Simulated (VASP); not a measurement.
# Ta (Im-3m) in VASP: a series of runs

The runs below take Ta through single point, with PBE.

All numbers are computed with VASP 6.6.1; they aren't measurements. Logs are shortened: lines on timing, memory, paths and dates and some standing lists are left out, and cuts for length are marked.

## (1) The cell of the first run

The structure is cubic, space group Im-3m (No. 229). The conventional cell has a = 3.203 Å, b = 3.203 Å, c = 3.203 Å, α = 90.00°, β = 90.00°, γ = 90.00°. Within 3.7 Å of Ta (site symmetry m-3m) lie 14 Ta at 2.77 to 3.20 Å.

## (2) Single point, PBE (strain -0.030 along x and y, -0.030 along z)

Input file INCAR:

```
PREC     = Accurate       # precision mode
ENCUT    = 520            # plane-wave cutoff, eV
EDIFF    = 1E-6           # SCF threshold, eV
ISMEAR   = 0              # smearing method
SIGMA    = 0.15           # smearing width, eV
LREAL    = F              # projectors in reciprocal space
LASPH    = T              # aspherical terms in the spheres
NELM     = 80             # most SCF steps
ALGO     = Normal         # electronic algorithm
ISIF     = 2              # what is computed and relaxed
LWAVE    = F              # write WAVECAR
LCHARG   = F              # write CHGCAR
GGA      = PE             # functional
NBANDS   = 12             # bands
```

Input file KPOINTS:

```
Automatic mesh
0
Gamma
  20 20 20
```

Input file POSCAR:

```
Ta
1.0
   -1.6017416000      1.6017416000      1.6017416000
    1.6017416000     -1.6017416000      1.6017416000
    1.6017416000      1.6017416000     -1.6017416000
Ta
1
Direct
    0.0000000000      0.0000000000      0.0000000000
```

Potentials or basis: VASP PAW PBE potentials, release 64 (Ta_pv).

On the command line:

```bash
$ cat potpaw_PBE.64/Ta_pv/POTCAR > POTCAR
$ mpirun -np 1 vasp_std > vasp.out
```

OUTCAR:

```text
PREC = Accurate
   ENCUT = 520
   EDIFF = 1E-6
   ISMEAR = 0
   LREAL = F
   LASPH = T
   NELM = 80
   ISIF = 2
   GGA = PE

 ion  position               nearest neighbor table
   1  0.000  0.000  0.000-

  LATTYP: Found a body centered cubic cell.
 ALAT       =     3.2034832000

  Lattice vectors:

 A1 = (  -1.6017416000,   1.6017416000,   1.6017416000)
 A2 = (   1.6017416000,  -1.6017416000,   1.6017416000)
 A3 = (   1.6017416000,   1.6017416000,  -1.6017416000)

Analysis of symmetry for initial positions (statically):
=====================================================================
 Subroutine PRICEL returns:
 Original cell was already a primitive cell.

 Routine SETGRP: Setting up the symmetry group for a
 body centered cubic supercell.

 Subroutine GETGRP returns: Found 48 space group operations
 (whereof 48 operations were pure point group operations)
 out of a pool of 48 trial point group operations.

The static configuration has the point symmetry O_h .

Analysis of symmetry for dynamics (positions and initial velocities):
=====================================================================
 Subroutine PRICEL returns:
 Original cell was already a primitive cell.

 Routine SETGRP: Setting up the symmetry group for a
 body centered cubic supercell.

 Subroutine GETGRP returns: Found 48 space group operations
 (whereof 48 operations were pure point group operations)
 out of a pool of 48 trial point group operations.

The dynamic configuration has the point symmetry O_h .

 Subroutine INISYM returns: Found 48 space group operations
 (whereof 48 operations are pure point group operations),
 and found     1 'primitive' translations

----------------------------------------------------------------------------------------

                                     Primitive cell

  volume of cell :      16.4376

  direct lattice vectors                    reciprocal lattice vectors
    -1.601741600  1.601741600  1.601741600     0.000000000  0.312160214  0.312160214
     1.601741600 -1.601741600  1.601741600     0.312160214  0.000000000  0.312160214
     1.601741600  1.601741600 -1.601741600     0.312160214  0.312160214  0.000000000

  length of vectors
     2.774297832  2.774297832  2.774297832     0.441461208  0.441461208  0.441461208

  position of ions in fractional coordinates (direct lattice)
     0.000000000  0.000000000  0.000000000

  ion indices of the primitive-cell ions
   primitive index   ion index
                 1           1

----------------------------------------------------------------------------------------

 KPOINTS: Automatic mesh

Automatic generation of k-mesh.
 Grid dimensions read from file:
 generate k-points for:   20   20   20

 Generating k-lattice:

  Cartesian coordinates                     Fractional coordinates (reciprocal lattice)
     0.000000000  0.015608011  0.015608011     0.050000000  0.000000000  0.000000000
     0.015608011  0.000000000  0.015608011     0.000000000  0.050000000  0.000000000
     0.015608011  0.015608011  0.000000000     0.000000000  0.000000000  0.050000000

  Length of vectors
     0.022073060  0.022073060  0.022073060

  Shift w.r.t. Gamma in fractional coordinates (k-lattice)
     0.000000000  0.000000000  0.000000000

 Subroutine IBZKPT returns following result:
 ===========================================

 Found    256 irreducible k-points:

 Following reciprocal coordinates:
            Coordinates               Weight
  0.000000  0.000000  0.000000      1.000000
  0.050000  0.000000  0.000000     12.000000
  0.100000  0.000000  0.000000     12.000000
  0.150000  0.000000  0.000000     12.000000
  0.200000  0.000000  0.000000     12.000000
  0.250000  0.000000  0.000000     12.000000
[... 16 lines left out ...]
  0.200000  0.100000  0.000000     48.000000
  0.250000  0.100000  0.000000     48.000000
 [... further k-points ...]
   k-points           NKPTS =    256   k-points in BZ     NKDIM =    256   number of bands    NBANDS=     12
   number of dos      NEDOS =    301   number of ions     NIONS =      1
   total plane-waves  NPLWV =  13824
   dimension x,y,z NGX =    24 NGY =   24 NGZ =   24
   dimension x,y,z NGXF=    48 NGYF=   48 NGZF=   48
   ions per type =               1
   NGX,Y,Z   is equivalent  to a cutoff of  14.38, 14.38, 14.38 a.u.
   NGXF,Y,Z  is equivalent  to a cutoff of  28.76, 28.76, 28.76 a.u.
 SYSTEM =  unknown system
   PREC   = accura    normal or accurate (medium, high low for compatibility)
   ISTART =      0    job   : 0-new  1-cont  2-samecut
   ICHARG =      2    charge: 1-file 2-atom 10-const
   ISPIN  =      1    spin polarized calculation?
   LNONCOLLINEAR =      F non collinear calculations
   LSORBIT =      F    spin-orbit coupling
   LASPH  =      T    aspherical Exc in radial PAW
   ENCUT  =  520.0 eV  38.22 Ry    6.18 a.u.   5.16  5.16  5.16*2*pi/ulx,y,z
   NELM   =     80;   NELMIN=  2; NELMDL= -5     # of ELM steps
   EDIFF  = 0.1E-05   stopping-criterion for ELM
   LREAL  =      F    real-space projection
   EDIFFG = 0.1E-04   stopping-criterion for IOM
   NSW    =      0    number of steps for IOM
   IBRION =     -1    ionic relax: 0-MD 1-quasi-New 2-CG
   NFREE  =      0    steps in history (QN), initial steepest desc. (CG)
   ISIF   =      2    stress and relaxation
   ISYM   =      2    0-nonsym 1-usesym 2-fastsym
   POTIM  = 0.5000    time-step for ionic-motion
   TEBEG  =    0.0;   TEEND  =   0.0 temperature during run
   PSTRESS=    0.0 pullay stress
   NELECT =      11.0000    total number of electrons
   NUPDOWN=      -1.0000    fix difference up-down
   EMIN   =  10.00;   EMAX   =-10.00  energy-range for DOS
   EFERMI =   0.00;   METHOD = LEGACY
   ISMEAR =     0;   SIGMA  =   0.15  broadening in eV -4-tet -1-fermi 0-gaus
   EFERMI_NEDOS =   21; number of points for ismear=-14 and -15
   IALGO  =     38    algorithm
   IMIX   =      4    mixing-type and parameters
     AMIX     =   0.40;   BMIX     =  1.00
     AMIX_MAG =   1.60;   BMIX_MAG =  1.00
  volume/ion in A,a.u.               =      16.44       110.93
  Fermi-wavevector in a.u.,A,eV,Ry     =   1.431946  2.705985 27.898325  2.050469
  Thomas-Fermi vector in A             =   2.551627
   LORBIT       =      0    0 simple, 1 ext, 2 COOP (PROOUT), +10 PAW based schemes
   GGA     = PE    functional components
   LHFCALC =     F    Hartree Fock is set to
   AEXX    =    0.0000 exact exchange contribution
   IVDW    =     0    specifies the selected vdW correction
   LEPSILON=     F    determine dielectric tensor
   LRPA    =     F    only Hartree local field effects (RPA)
 non-spin polarized calculation
 Gauss-broadening in eV      SIGMA  =   0.15
  energy-cutoff  :      520.00
  volume of cell :       16.44
 maximum number of plane-waves:       466
 NGX is ok and might be reduce to    24
   NGX = 11   NGY = 11   NGZ = 11

 number of electron      11.0000000 magnetization

 Free energy of the ion-electron system (eV)
  ---------------------------------------------------
  ext. energy  EPLUGINS =         0.00000000
  ---------------------------------------------------
  free energy    TOTEN  =       -11.68139130 eV

  energy without entropy =      -11.66784831  energy(sigma->0) =      -11.67461980

 E-fermi :   6.2449     XC(G=0): -13.0933

 val. band max:        6.2421104328   @ k =   0.3500   0.2000   0.1000
 cond. band min:       6.2508998476   @ k =   0.1000   0.1000   0.0000
 fundamental gap:      0.0087894148
 Fermi energy:         6.2449031262

 k-point     1 :       0.0000    0.0000    0.0000
  band No.  band energies     occupation
      1     -26.4487      2.00000
      2     -26.4487      2.00000
      3     -26.4487      2.00000
      4      -2.0030      2.00000
      5       6.9775      0.00000
      6       6.9775      0.00000
      7       6.9775      0.00000
      8      10.5849      0.00000
      9      10.5849      0.00000
     10      21.6984      0.00000
     11      21.6984      0.00000
     12      21.6984      0.00000

 k-point     2 :       0.0500    0.0000    0.0000
  band No.  band energies     occupation
      1     -26.4918      2.00000
      2     -26.4616      2.00000
      3     -26.4491      2.00000
      4      -1.8766      2.00000
      5       6.8931      0.00000
      6       6.9546      0.00000
      7       7.1012      0.00000
      8      10.4391      0.00000
      9      10.5835      0.00000
     10      21.2630      0.00000
     11      21.8178      0.00000
     12      21.9167      0.00000

 k-point     3 :       0.1000    0.0000    0.0000
  band No.  band energies     occupation
      1     -26.6151      2.00000
      2     -26.4986      2.00000
      3     -26.4500      2.00000
      4      -1.5096      2.00000
      5       6.6577      0.00010
      6       6.8617      0.00000
      7       7.4695      0.00000
      8      10.1178      0.00000
      9      10.5861      0.00000
     10      21.2625      0.00000
     11      22.1365      0.00000
     12      22.5527      0.00000
[... 286 lines left out ...]
 k-point    23 :       0.2000    0.1000    0.0000
  band No.  band energies     occupation
      1     -27.3231      2.00000
      2     -26.7117      2.00000
      3     -26.5084      2.00000
      4       0.7936      2.00000
      5       5.5022      2.00000
      6       5.8026      1.99997
      7       9.5596      0.00000
      8      10.4242      0.00000
      9      11.1680      0.00000
     10      21.2580      0.00000
     11      22.4899      0.00000
     12      24.1864      0.00000

 k-point    24 :       0.2500    0.1000    0.0000
  band No.  band energies     occupation
      1     -27.5317      2.00000
      2     -26.8008      2.00000
      3     -26.5131      2.00000
      4       1.3960      2.00000
      5       5.1547      2.00000
      6       5.7861      1.99998
      7       9.8088      0.00000
      8      11.3317      0.00000
      9      11.6111      0.00000
     10      21.2342      0.00000
     11      21.4513      0.00000
     12      23.3662      0.00000

 [... further k-points ...]

------------------------ aborting loop because EDIFF is reached ----------------------------------------

  FORCE on cell =-STRESS in cart. coord.  units (eV):
  Direction    XX          YY          ZZ          XY          YZ          ZX
  --------------------------------------------------------------------------------------
  -------------------------------------------------------------------------------------
  Total        2.6556166      2.6556166      2.6556166      0.0000000      0.0000000     -0.0000000
  in kB      258.8442945    258.8442945    258.8442945      0.0000000      0.0000000     -0.0000000
  external PRESSURE =     258.8442945 kB  Pullay stress =       0.0000000 kB

 VOLUME and BASIS-vectors are now :
 -----------------------------------------------------------------------------
  energy-cutoff  :      520.00
  volume of cell :       16.44
      direct lattice vectors                 reciprocal lattice vectors
    -1.601741600  1.601741600  1.601741600     0.000000000  0.312160214  0.312160214
     1.601741600 -1.601741600  1.601741600     0.312160214  0.000000000  0.312160214
     1.601741600  1.601741600 -1.601741600     0.312160214  0.312160214  0.000000000

 POSITION                                       TOTAL-FORCE (eV/Angst)
 -----------------------------------------------------------------------------------
      0.00000      0.00000      0.00000         0.000000      0.000000     -0.000000
 -----------------------------------------------------------------------------------
    total drift:                               -0.000000      0.000000      0.000000

  FREE ENERGIE OF THE ION-ELECTRON SYSTEM (eV)
  ---------------------------------------------------
  free  energy   TOTEN  =       -11.6813912966 eV

  energy  without entropy=      -11.6678483132  energy(sigma->0) =      -11.67461980
```

Wall time 13 s (1 thread of Intel Xeon 6975P-C (Granite Rapids), shared host); peak memory 0.17 GiB.

What came out:

```
Free energy            : -11.6814 eV
Pressure               : 25.9 GPa
Band gap on the k mesh : zero (an odd number of electrons rules out a gap without spin polarisation)
```

Levels at points of the mesh, in eV from the Fermi level:
| k point | band 2 | band 3 | band 4 | band 5 | band 6 | band 7 | band 8 | band 9 |
| --- | --- | --- | --- | --- | --- | --- | --- | --- |
| (0.00, 0.00, 0.00) | -32.69 | -32.69 | -8.25 | 0.73 | 0.73 | 0.73 | 4.34 | 4.34 |
| (0.50, 0.00, 0.00) | -33.19 | -32.71 | -4.80 | -1.83 | 2.07 | 4.29 | 5.43 | 8.74 |
| (0.50, 0.50, 0.50) | -33.78 | -33.78 | -4.38 | -4.38 | 7.62 | 7.62 | 7.62 | 9.56 |

Caveat: the cell differs from its parent crystal (strain -0.030 along x and y, -0.030 along z); the cell stands under pressure; spin-orbit coupling is left out, which moves the levels of the heavy elements.

## (3) Single point, PBE (strain -0.015 along x and y, -0.015 along z)

Input file INCAR:

```
SYSTEM = Ta
ALGO     = Fast           ! electronic algorithm
EDIFF    = 1E-6           ! SCF threshold, eV
ENCUT    = 520            ! plane-wave cutoff, eV
GGA      = PE             ! functional
ISIF     = 2              ! what is computed and relaxed
ISMEAR   = 0              ! smearing method
LASPH    = .TRUE.         ! aspherical terms in the spheres
LCHARG   = .TRUE.         ! write CHGCAR
LELF     = .TRUE.         ! ELF
LREAL    = .FALSE.        ! projectors in reciprocal space
LVHAR    = .TRUE.       
LWAVE    = .FALSE.        ! write WAVECAR
NBANDS   = 12             ! bands
NELM     = 60             ! most SCF steps
PREC     = Accurate       ! precision mode
SIGMA    = 0.15           ! smearing width, eV
```

Input file KPOINTS:

```
k-points
0
G
  20 20 20
  0 0 0
```

Input file POSCAR:

```
Ta
1.0
   -1.6265108000      1.6265108000      1.6265108000
    1.6265108000     -1.6265108000      1.6265108000
    1.6265108000      1.6265108000     -1.6265108000
Ta
1
Direct
    0.0000000000      0.0000000000      0.0000000000
```

Potentials or basis: VASP PAW PBE potentials, release 64 (Ta_pv).

On the command line:

```bash
$ cat potpaw_PBE.64/Ta_pv/POTCAR > POTCAR
$ mpirun -np 1 vasp_std > vasp.out
```

Wall time 16 s (1 thread of Intel Xeon 6975P-C (Granite Rapids), shared host); peak memory 0.18 GiB.

Results (log left out):

```yaml
Free_energy: -11.7761 eV
Pressure: 13.6 GPa
Band_gap_on_the_k_mesh: zero (an odd number of electrons rules out a gap without spin polarisation)
```

Levels at points of the mesh, in eV from the Fermi level:
```
           k point  band 4  band 5  band 6  band 7  band 8  band 9
(0.00, 0.00, 0.00)   -8.08    0.75    0.75    0.75    4.18    4.18
(0.50, 0.00, 0.00)   -4.57   -1.67    1.82    4.10    5.18    8.27
(0.50, 0.50, 0.50)   -4.07   -4.07    7.23    7.23    7.23    9.10
```

Caveat: the cell differs from its parent crystal (strain -0.015 along x and y, -0.015 along z); the cell stands under pressure; spin-orbit coupling is left out, which moves the levels of the heavy elements.

## (4) Single point, PBE (strain +0.015 along x and y, +0.015 along z)

Input file INCAR:

```
ALGO = Fast
EDIFF = 1E-6
ENCUT = 520
GGA = PE
ISIF = 2
ISMEAR = 0
LASPH = True
LCHARG = False
LREAL = False
LWAVE = False
NBANDS = 12
NELM = 100
PREC = Accurate
SIGMA = 0.15
```

Input file KPOINTS:

```
k-points
0
Gamma
  20 20 20
```

Input file POSCAR:

```
Ta
1.0
   -1.6760492000      1.6760492000      1.6760492000
    1.6760492000     -1.6760492000      1.6760492000
    1.6760492000      1.6760492000     -1.6760492000
Ta
1
Direct
    0.0000000000      0.0000000000      0.0000000000
```

On the command line:

```bash
$ cat potpaw_PBE.64/Ta_pv/POTCAR > POTCAR
$ mpirun -np 1 vasp_std > vasp.out
```

It took 18 s on 1 thread of Intel Xeon 6975P-C (Granite Rapids), shared host; peak memory 0.18 GiB.

It converged, with:

```yaml
Free_energy: -11.8116 eV
Pressure: -5.4 GPa
Band_gap_on_the_k_mesh: zero (an odd number of electrons rules out a gap without spin polarisation)
```

Levels at points of the mesh, in eV from the Fermi level:
```tsv
k point	band 3	band 4	band 5	band 6	band 7	band 8	band 9	band 10
(0.00, 0.00, 0.00)	-33.25	-7.74	0.73	0.73	0.73	3.85	3.85	14.80
(0.50, 0.00, 0.00)	-33.25	-4.18	-1.42	1.40	3.70	4.68	7.37	11.02
(0.50, 0.50, 0.50)	-33.96	-3.54	-3.54	6.48	6.48	6.48	8.26	8.26
```

Caveat: the cell differs from its parent crystal (strain +0.015 along x and y, +0.015 along z); the cell stands under tension; spin-orbit coupling is left out, which moves the levels of the heavy elements.

(Continued in part 2 of 2.)
